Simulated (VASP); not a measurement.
Write the native input for VASP 6.6.1 that does the following.

- Task: single point
- Functional: revPBE
- Potentials or basis: VASP PAW PBE potentials, release 64 (Sn_d, Se)
- Cutoff: 520 eV
- k mesh: 3 × 6 × 6
- Occupations: fermi-dirac, width 0.05 eV
- Spin: no spin polarisation
- Dipole correction: no
- Further INCAR settings: ALGO = Normal; EDIFF = 1e-06; NBANDS = 50

The structure of SnSe lies in POSCAR:

```
SnSe
1.0
   12.1094478245      0.0000000000      0.0000000000
    0.0000000000      4.2243914319      0.0000000000
    0.0000000000      0.0000000000      4.7055532357
Sn Se
4 4
Direct
    0.8745492906      0.7500000000      0.8740844698
    0.6254507094      0.2500000000      0.3740844698
    0.3745492906      0.7500000000      0.6259155302
    0.1254507094      0.2500000000      0.1259155302
    0.6478081975      0.7500000000      0.9784202594
    0.8521918025      0.2500000000      0.4784202594
    0.1478081975      0.7500000000      0.5215797406
    0.3521918025      0.2500000000      0.0215797406
```

One way to write it, as run:

INCAR

```
PREC = Accurate ; ENCUT = 520
EDIFF = 1E-6 ; ISMEAR = -1
SIGMA = 0.05 ; LREAL = False
LASPH = True ; NELM = 80
ALGO = Normal ; ISIF = 2
LWAVE = False ; LCHARG = False
GGA = RE ; NBANDS = 50
```

KPOINTS

```
Automatic mesh
0
Gamma
  3 6 6
```

Potentials or basis: VASP PAW PBE potentials, release 64 (Sn_d, Se).

Command:

```sh
$ cat potpaw_PBE.64/Sn_d/POTCAR potpaw_PBE.64/Se/POTCAR > POTCAR
$ mpirun -np 1 vasp_std > vasp.out
```

Results of the run:

```yaml
Pressure: 0.0 GPa
Largest_force: 0.015 eV/Å
Band_gap_on_the_k_mesh: 0.88 eV, indirect (least direct gap 1.11 eV)
```

Caveat: the PAW data sets were made with another functional, which shifts forces and pressure a little; spin-orbit coupling is left out, which moves the levels of the heavy elements.

Run time: 4.6 min on 1 thread of AMD EPYC 7R43 64-Core Processor (Zen 3), with other jobs on the host, peak memory 0.44 GiB.
